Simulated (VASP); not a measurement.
Input of a VASP 6.6.1 run:

INCAR

```
ALGO = Normal
EDIFF = 1E-7
ENCUT = 520
GGA = PS
ISIF = 2
ISMEAR = -1
LASPH = True
LCHARG = False
LREAL = False
LWAVE = False
NBANDS = 7
NELM = 80
PREC = Accurate
SIGMA = 0.05
```

KPOINTS

```
k-points
0
Gamma
  16 16 16
```

POSCAR

```
Mg
1.0
   -1.4463588895      1.4463588895      1.4463588895
    1.4463588895     -1.4463588895      1.4463588895
    1.4463588895      1.4463588895     -1.4463588895
Mg
1
Direct
    0.0000000000      0.0000000000      0.0000000000
```

Potentials or basis: VASP PAW PBE potentials, release 64 (Mg).

The run is started by

```bash
$ cat potpaw_PBE.64/Mg/POTCAR > POTCAR
$ mpirun -np 1 vasp_std > vasp.out
```

Problem. Predict the band gap on the k mesh.

Solution. Zero (band 1 reaches 10.89 eV, above the bottom of band 2 at 6.10 eV).

Problem. Predict the pressure.

Solution. 77.0 GPa.

Caveat: the PAW data sets were made with another functional, which shifts forces and pressure a little.
